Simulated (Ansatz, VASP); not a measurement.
**One calculation of VCrC2, two programs**

The input INCAR:

```
SYSTEM = VCrC2
PREC     = Accurate       ! precision mode
ENCUT    = 520            ! plane-wave cutoff, eV
EDIFF    = 1E-7           ! SCF threshold, eV
ISMEAR   = -1             ! smearing method
SIGMA    = 0.05           ! smearing width, eV
LREAL    = .FALSE.        ! projectors in reciprocal space
LASPH    = .TRUE.         ! aspherical terms in the spheres
NELM     = 150            ! most SCF steps
ALGO     = Normal         ! electronic algorithm
ISIF     = 2              ! what is computed and relaxed
LWAVE    = .FALSE.        ! write WAVECAR
LCHARG   = .FALSE.        ! write CHGCAR
ISPIN    = 2              ! spin polarisation
MAGMOM   = 0.72 0.48 0 0  ! initial moments
LORBIT   = 11             ! projections on sites
NUPDOWN  = 1.2            ! fixed moment
LMAXMIX  = 4              ! l up to which the mixer works
GGA      = PS             ! functional
NBANDS   = 28             ! bands
```

Contents of KPOINTS:

```
regular mesh
0
G
  9 9 9
  0 0 0
```

POSCAR

```
VCrC2
1.0
    1.4606320425      0.8432963029      4.7393853233
   -1.4606320425      0.8432963029      4.7393853233
    0.0000000000     -1.6865926058      4.7393853233
Cr V C
1 1 2
Direct
    0.5000000000      0.5000000000      0.5000000000
    0.0000000000      0.0000000000      0.0000000000
    0.2487590000      0.2487590000      0.2487590000
    0.7512410000      0.7512410000      0.7512410000
```

Contents of input.yaml:

```yaml
crystal:
  lattice:
    - [1.4606320425, 0.8432963029, 4.7393853233]
    - [-1.4606320425, 0.8432963029, 4.7393853233]
    - [0.0, -1.6865926058, 4.7393853233]
  atoms:
    - { symbol: Cr, position: [0.5, 0.5, 0.5], spin: 0.72 }
    - { symbol: V, position: [0.0, 0.0, 0.0], spin: 0.48 }
    - { symbol: C, position: [0.248759, 0.248759, 0.248759] }
    - { symbol: C, position: [0.751241, 0.751241, 0.751241] }
hamiltonian:
  xc: pbesol
  pseudopotentials: { kind: paw }
magnetization:
  spin_polarized: true
  initial_magnetization: 1.2
  spin_locking: { lock_magnetization: hard }
kpoints:
  mp_grid: { grid: [9, 9, 9] }
scf:
  occupations: { method: fermi_dirac, width: 0.05 }
  lower_state_search: "off"
output:
  forces: true
  stress: true
  eigenvalues: true
  write_density: true
  write_potential: true
  elf: true
  volumetric_format: npy
```

Alike in both runs: task single point; functional PBEsol; k mesh 9 × 9 × 9; occupations fermi-dirac, width 0.05 eV; collinear spin; fixed moment 1.2 μB.

|  | VASP | Ansatz |
| --- | --- | --- |
| version | VASP 6.6.1 | Ansatz 0.2.0 |
| potentials or method | VASP PAW PBE potentials, release 64 (Cr_pv, V_sv, C) | Ansatz PAW |
| plane-wave cutoff (eV) | 520 | 420 |
| valence electrons in the cell | 33 | 35 |

Ansatz gave:

| Property | Result |
| --- | --- |
| pressure (GPa) | -8.7 |
| traceless stress, the component that is largest in VASP (GPa) | -2.62 |
| rms of the force components (eV/Å) | 0.019 |
| net moment per atom (μB) | 0.30 |
| size of the moment on the site where the two differ most (μB) | 1.02 |

Q: Estimate VASP's values.

A: Pressure (GPa): -8.4; traceless stress, the component that is largest in VASP (GPa): -2.67; rms of the force components (eV/Å): 0.022; net moment per atom (μB): 0.30; size of the moment on the site where the two differ most (μB): 1.17.

VASP's potentials were made for PBE, not for PBEsol. Site moments also hang on the region over which each program counts them. Atom by atom the forces differ by 0.003 eV/Å (rms over components). VASP's potentials hold 33 valence electrons a cell and Ansatz's 35, so a difference there can come from the potentials and not from the codes.
